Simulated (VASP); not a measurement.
Write the native input for VASP 6.6.1 that does the following.

| Item | Value |
| --- | --- |
| Task | single point |
| Functional | PBE |
| Potentials or basis | VASP PAW PBE potentials, release 64 (Li_sv, F) |
| Cutoff | 520 eV |
| k mesh | 9 × 9 × 6 |
| Occupations | gaussian, width 0.05 eV |
| Spin | no spin polarisation |
| Dipole correction | no |
| Further INCAR settings | ALGO = Normal; EDIFF = 1e-06; NBANDS = 18 |

The structure of LiF lies in POSCAR:

```
LiF
1.0
    3.0774506209      0.0000000000      0.0000000000
   -1.5387253104      2.6651504166      0.0000000000
    0.0000000000      0.0000000000      5.0574823504
Li F
2 2
Direct
    0.3333333333      0.6666666667      0.3504708074
    0.6666666667      0.3333333333      0.8504708074
    0.3333333333      0.6666666667      0.9939266766
    0.6666666667      0.3333333333      0.4939266766
```

This cell differs from its parent crystal: c/a of the conventional cell at fixed volume 1.6434.

These files were run (other wordings do the same):

INCAR

```
SYSTEM = LiF
  PREC = Accurate
  ENCUT = 520
  EDIFF = 1E-6
  ISMEAR = 0
  SIGMA = 0.05
  LREAL = .FALSE.
  LASPH = .TRUE.
  NELM = 60
  ALGO = Normal
  ISIF = 2
  LWAVE = .FALSE.
  LCHARG = .TRUE.
  GGA = PE
  LELF = .TRUE.
  LVHAR = .TRUE.
  NBANDS = 18
```

KPOINTS

```
Automatic mesh
0
G
  9 9 6
  0 0 0
```

Potentials or basis: VASP PAW PBE potentials, release 64 (Li_sv, F).

Command:

```sh
$ cat potpaw_PBE.64/Li_sv/POTCAR potpaw_PBE.64/F/POTCAR > POTCAR
$ mpirun -np 1 vasp_std > vasp.out
```

It gave:

```
Largest force          : 0.401 eV/Å
Band gap on the k mesh : 7.60 eV, direct
```

It took 20 s on 1 thread of AMD EPYC 9R45 96-Core Processor (Zen 5), with other jobs on the host, peak memory 0.14 GiB.
